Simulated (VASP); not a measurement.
# TaGa2 (P4/mmm) in VASP: a series of runs

TaGa2 is run at these levels: PBE; tasks: single point, relaxation of cell and atoms.

Program: VASP 6.6.1. These are calculated values, not measurements. Logs are shortened: lines on timing, memory, paths and dates and some standing lists are left out, and cuts for length are marked.

## (1) The cell of the first run

It takes space group P4/mmm (No. 123, tetragonal). Conventional cell: a = 3.907 Å, b = 3.907 Å, c = 3.710 Å, α = 90.00°, β = 90.00°, γ = 90.00°. Within 3.6 Å of Ta (site symmetry 4/mmm) lie 8 Ga at 2.69 Å. Ga (site symmetry mmm) has 4 Ta at 2.69 Å and 4 Ga at 2.76 Å within 3.6 Å.

## (2) Single point, PBE

The input, INCAR:

```
PREC = Accurate
ENCUT = 520
EDIFF = 1E-6
ISMEAR = 0
SIGMA = 0.1
LREAL = False
LASPH = True
NELM = 100
ALGO = Normal
ISIF = 2
LWAVE = False
LCHARG = False
GGA = PE
NBANDS = 26
```

The input, KPOINTS:

```
Automatic mesh
0
Gamma
  4 4 6
```

The input, POSCAR:

```
TaGa2
1.0
    3.9073987151      0.0000000000      0.0000000000
    0.0000000000      3.9073987151      0.0000000000
    0.0000000000      0.0000000000      3.7099602845
Ta Ga
1 2
Direct
    0.5000000000      0.5000000000      0.0000000000
    0.0000000000      0.5000000000      0.5000000000
    0.5000000000      0.0000000000      0.5000000000
```

Potentials or basis: VASP PAW PBE potentials, release 64 (Ta_pv, Ga_d).

Command:

```
cat potpaw_PBE.64/Ta_pv/POTCAR potpaw_PBE.64/Ga_d/POTCAR > POTCAR
mpirun -np 1 vasp_std > vasp.out
```

OUTCAR:

```text
PREC = Accurate
   ENCUT = 520
   EDIFF = 1E-6
   ISMEAR = 0
   LREAL = False
   LASPH = True
   NELM = 100
   ISIF = 2
   GGA = PE

 ion  position               nearest neighbor table
   1  0.500  0.500  0.000-   2 2.69   3 2.69   2 2.69   3 2.69   3 2.69   3 2.69   2 2.69   2 2.69

   2  0.000  0.500  0.500-   1 2.69   1 2.69   1 2.69   1 2.69   3 2.76   3 2.76   3 2.76   3 2.76

   3  0.500  0.000  0.500-   1 2.69   1 2.69   1 2.69   1 2.69   2 2.76   2 2.76   2 2.76   2 2.76

  LATTYP: Found a simple tetragonal cell.
 ALAT       =     3.9073987151
 C/A-ratio  =     0.9494706210

  Lattice vectors:

 A1 = (   3.9073987151,   0.0000000000,   0.0000000000)
 A2 = (   0.0000000000,   3.9073987151,   0.0000000000)
 A3 = (   0.0000000000,   0.0000000000,   3.7099602845)

Analysis of symmetry for initial positions (statically):
=====================================================================
 Subroutine PRICEL returns:
 Original cell was already a primitive cell.

 Routine SETGRP: Setting up the symmetry group for a
 simple tetragonal supercell.

 Subroutine GETGRP returns: Found 16 space group operations
 (whereof 16 operations were pure point group operations)
 out of a pool of 16 trial point group operations.

The static configuration has the point symmetry D_4h.

Analysis of symmetry for dynamics (positions and initial velocities):
=====================================================================
 Subroutine PRICEL returns:
 Original cell was already a primitive cell.

 Routine SETGRP: Setting up the symmetry group for a
 simple tetragonal supercell.

 Subroutine GETGRP returns: Found 16 space group operations
 (whereof 16 operations were pure point group operations)
 out of a pool of 16 trial point group operations.

The dynamic configuration has the point symmetry D_4h.

 Subroutine INISYM returns: Found 16 space group operations
 (whereof 16 operations are pure point group operations),
 and found     1 'primitive' translations

----------------------------------------------------------------------------------------

                                     Primitive cell

  volume of cell :      56.6428

  direct lattice vectors                    reciprocal lattice vectors
     3.907398715  0.000000000  0.000000000     0.255924740  0.000000000  0.000000000
     0.000000000  3.907398715  0.000000000     0.000000000  0.255924740  0.000000000
     0.000000000  0.000000000  3.709960285     0.000000000  0.000000000  0.269544664

  length of vectors
     3.907398715  3.907398715  3.709960285     0.255924740  0.255924740  0.269544664

  position of ions in fractional coordinates (direct lattice)
     0.500000000  0.500000000  0.000000000
     0.000000000  0.500000000  0.500000000
     0.500000000  0.000000000  0.500000000

  ion indices of the primitive-cell ions
   primitive index   ion index
                 1           1
                 2           2
                 3           3

----------------------------------------------------------------------------------------

 KPOINTS: Automatic mesh

Automatic generation of k-mesh.
 Grid dimensions read from file:
 generate k-points for:    4    4    6

 Generating k-lattice:

  Cartesian coordinates                     Fractional coordinates (reciprocal lattice)
     0.063981185  0.000000000  0.000000000     0.250000000  0.000000000  0.000000000
     0.000000000  0.063981185  0.000000000     0.000000000  0.250000000  0.000000000
     0.000000000  0.000000000  0.044924111     0.000000000  0.000000000  0.166666667

  Length of vectors
     0.063981185  0.063981185  0.044924111

  Shift w.r.t. Gamma in fractional coordinates (k-lattice)
     0.000000000  0.000000000  0.000000000

 Subroutine IBZKPT returns following result:
 ===========================================

 Found     24 irreducible k-points:

 Following reciprocal coordinates:
            Coordinates               Weight
  0.000000  0.000000  0.000000      1.000000
  0.250000  0.000000  0.000000      4.000000
  0.500000  0.000000  0.000000      2.000000
  0.250000  0.250000  0.000000      4.000000
  0.500000  0.250000  0.000000      4.000000
  0.500000  0.500000  0.000000      1.000000
[... 16 lines left out ...]
  0.500000  0.250000  0.500000      4.000000
  0.500000  0.500000  0.500000      1.000000
   k-points           NKPTS =     24   k-points in BZ     NKDIM =     24   number of bands    NBANDS=     26
   number of dos      NEDOS =    301   number of ions     NIONS =      3
   total plane-waves  NPLWV =  25200
   dimension x,y,z NGX =    30 NGY =   30 NGZ =   28
   dimension x,y,z NGXF=    60 NGYF=   60 NGZF=   56
   ions per type =               1   2
   NGX,Y,Z   is equivalent  to a cutoff of  12.76, 12.76, 12.55 a.u.
   NGXF,Y,Z  is equivalent  to a cutoff of  25.53, 25.53, 25.09 a.u.
 SYSTEM =  unknown system
   PREC   = accura    normal or accurate (medium, high low for compatibility)
   ISTART =      0    job   : 0-new  1-cont  2-samecut
   ICHARG =      2    charge: 1-file 2-atom 10-const
   ISPIN  =      1    spin polarized calculation?
   LNONCOLLINEAR =      F non collinear calculations
   LSORBIT =      F    spin-orbit coupling
   LASPH  =      T    aspherical Exc in radial PAW
   ENCUT  =  520.0 eV  38.22 Ry    6.18 a.u.   7.27  7.27  6.90*2*pi/ulx,y,z
   NELM   =    100;   NELMIN=  2; NELMDL= -5     # of ELM steps
   EDIFF  = 0.1E-05   stopping-criterion for ELM
   LREAL  =      F    real-space projection
   EDIFFG = 0.1E-04   stopping-criterion for IOM
   NSW    =      0    number of steps for IOM
   IBRION =     -1    ionic relax: 0-MD 1-quasi-New 2-CG
   NFREE  =      0    steps in history (QN), initial steepest desc. (CG)
   ISIF   =      2    stress and relaxation
   ISYM   =      2    0-nonsym 1-usesym 2-fastsym
   POTIM  = 0.5000    time-step for ionic-motion
   TEBEG  =    0.0;   TEEND  =   0.0 temperature during run
   PSTRESS=    0.0 pullay stress
   NELECT =      37.0000    total number of electrons
   NUPDOWN=      -1.0000    fix difference up-down
   EMIN   =  10.00;   EMAX   =-10.00  energy-range for DOS
   EFERMI =   0.00;   METHOD = LEGACY
   ISMEAR =     0;   SIGMA  =   0.10  broadening in eV -4-tet -1-fermi 0-gaus
   EFERMI_NEDOS =   21; number of points for ismear=-14 and -15
   IALGO  =     38    algorithm
   IMIX   =      4    mixing-type and parameters
     AMIX     =   0.40;   BMIX     =  1.00
     AMIX_MAG =   1.60;   BMIX_MAG =  1.00
  volume/ion in A,a.u.               =      18.88       127.41
  Fermi-wavevector in a.u.,A,eV,Ry     =   1.420454  2.684269 27.452332  2.017689
  Thomas-Fermi vector in A             =   2.541368
   LORBIT       =      0    0 simple, 1 ext, 2 COOP (PROOUT), +10 PAW based schemes
   GGA     = PE    functional components
   LHFCALC =     F    Hartree Fock is set to
   AEXX    =    0.0000 exact exchange contribution
   IVDW    =     0    specifies the selected vdW correction
   LEPSILON=     F    determine dielectric tensor
   LRPA    =     F    only Hartree local field effects (RPA)
 non-spin polarized calculation
 Gauss-broadening in eV      SIGMA  =   0.10
  energy-cutoff  :      520.00
  volume of cell :       56.64
 maximum number of plane-waves:      1550
 NGX is ok and might be reduce to    30
   NGX = 15   NGY = 15   NGZ = 13

 number of electron      36.9999989 magnetization

 Free energy of the ion-electron system (eV)
  ---------------------------------------------------
  ext. energy  EPLUGINS =         0.00000000
  ---------------------------------------------------
  free energy    TOTEN  =       -17.23918686 eV

  energy without entropy =      -17.22871417  energy(sigma->0) =      -17.23395052

 E-fermi :   5.0011     XC(G=0): -11.3291

 val. band max:        5.0007039072   @ k =   0.2500   0.2500   0.3333
 cond. band min:       5.4104387720   @ k =   0.5000   0.2500   0.5000
 fundamental gap:      0.4097348648
 Fermi energy:         5.0010713698

 k-point     1 :       0.0000    0.0000    0.0000
  band No.  band energies     occupation
      1     -29.5270      2.00000
      2     -29.5270      2.00000
      3     -29.4708      2.00000
      4      -9.6671      2.00000
      5      -9.6142      2.00000
      6      -9.4656      2.00000
[... 18 lines left out ...]
     25      12.2260      0.00000
     26      13.7911      0.00000

 k-point     2 :       0.2500    0.0000    0.0000
  band No.  band energies     occupation
      1     -29.5447      2.00000
      2     -29.5259      2.00000
      3     -29.4703      2.00000
      4      -9.5895      2.00000
      5      -9.5402      2.00000
      6      -9.4186      2.00000
[... 18 lines left out ...]
     25      12.4994      0.00000
     26      13.3113      0.00000

 k-point     3 :       0.5000    0.0000    0.0000
  band No.  band energies     occupation
      1     -29.5623      2.00000
      2     -29.5248      2.00000
      3     -29.4698      2.00000
      4      -9.4023      2.00000
      5      -9.3906      2.00000
      6      -9.3865      2.00000
[... 18 lines left out ...]
     25      11.3920      0.00000
     26      11.5226      0.00000

 k-point     4 :       0.2500    0.2500    0.0000
  band No.  band energies     occupation
      1     -29.5436      2.00000
      2     -29.5434      2.00000
      3     -29.4698      2.00000
      4      -9.5733      2.00000
      5      -9.4799      2.00000
      6      -9.4206      2.00000
[... 18 lines left out ...]
     25      12.9298      0.00000
     26      13.9664      0.00000
[... 496 lines left out ...]
      1     -29.5389      2.00000
      2     -29.5366      2.00000
      3     -29.5364      2.00000
      4      -9.5687      2.00000
      5      -9.4555      2.00000
      6      -9.4384      2.00000
[... 18 lines left out ...]
     25      11.2406      0.00000
     26      12.9189      0.00000

 k-point    23 :       0.5000    0.2500    0.5000
  band No.  band energies     occupation
      1     -29.5511      2.00000
      2     -29.5356      2.00000
      3     -29.5352      2.00000
      4      -9.4732      2.00000
      5      -9.4676      2.00000
      6      -9.4613      2.00000
[... 18 lines left out ...]
     25      10.8684      0.00000
     26      13.3521      0.00000

 k-point    24 :       0.5000    0.5000    0.5000
  band No.  band energies     occupation
      1     -29.5498      2.00000
      2     -29.5498      2.00000
      3     -29.5323      2.00000
      4      -9.5218      2.00000
      5      -9.5218      2.00000
      6      -9.5066      2.00000
[... 18 lines left out ...]
     25      10.3562      0.00000
     26      13.1935      0.00000

------------------------ aborting loop because EDIFF is reached ----------------------------------------

  FORCE on cell =-STRESS in cart. coord.  units (eV):
  Direction    XX          YY          ZZ          XY          YZ          ZX
  --------------------------------------------------------------------------------------
  -------------------------------------------------------------------------------------
  Total       -0.0051263     -0.0051263      0.0097638      0.0000000      0.0000000      0.0000000
  in kB       -0.1449993     -0.1449993      0.2761762      0.0000000      0.0000000      0.0000000
  external PRESSURE =      -0.0046075 kB  Pullay stress =       0.0000000 kB

 VOLUME and BASIS-vectors are now :
 -----------------------------------------------------------------------------
  energy-cutoff  :      520.00
  volume of cell :       56.64
      direct lattice vectors                 reciprocal lattice vectors
     3.907398715  0.000000000  0.000000000     0.255924740  0.000000000  0.000000000
     0.000000000  3.907398715  0.000000000     0.000000000  0.255924740  0.000000000
     0.000000000  0.000000000  3.709960285     0.000000000  0.000000000  0.269544664

 POSITION                                       TOTAL-FORCE (eV/Angst)
 -----------------------------------------------------------------------------------
      1.95370      1.95370      0.00000         0.000000      0.000000      0.000000
      0.00000      1.95370      1.85498         0.000000      0.000000      0.000000
      1.95370      0.00000      1.85498         0.000000      0.000000      0.000000
 -----------------------------------------------------------------------------------
    total drift:                                0.000000      0.000000     -0.000000

  FREE ENERGIE OF THE ION-ELECTRON SYSTEM (eV)
  ---------------------------------------------------
  free  energy   TOTEN  =       -17.2391868630 eV

  energy  without entropy=      -17.2287141684  energy(sigma->0) =      -17.23395052
```

It took 20 s on 1 thread of Intel Xeon Platinum 8488C (Sapphire Rapids), shared host; peak memory 0.17 GiB.

Results:

```
Free energy : -17.2392 eV
Pressure    : 0.0 GPa
```

Caveat: the k points lie up to 0.40 Å⁻¹ apart; spin-orbit coupling is left out, which moves the levels of the heavy elements.

(Continued in part 2 of 3.)
